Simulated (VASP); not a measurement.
SrCl2:

```
Sr Cl
1.0
     0.00000    3.49765    3.49765
     3.49765    0.00000    3.49765
     3.49765    3.49765    0.00000
Sr Cl
1 2
Direct
  0.00000 0.00000 0.00000
  0.25000 0.25000 0.25000
  0.75000 0.75000 0.75000
```

Base run:

```yaml
Program: VASP 6.6.1
Functional: PBE
Potentials_or_basis: VASP PAW PBE potentials, release 64 (Sr_sv, Cl)
Cutoff: 520 eV
k_mesh: 6 × 6 × 6
Occupations: gaussian, width 0.01 eV
Spin: no spin polarisation
```

Its results: band gap on the k mesh 5.31 eV (least direct gap 5.51 eV); pressure 0.8 GPa.

The run is repeated on the same cell with these changes: functional from PBE to r2SCAN. What comes out?

Band gap on the k mesh 5.94 eV (least direct gap 5.99 eV); pressure 0.0 GPa.

Caveats: the PAW data sets were made with another functional, which shifts forces and pressure a little (at least some runs).

A k mesh can miss the band edges.
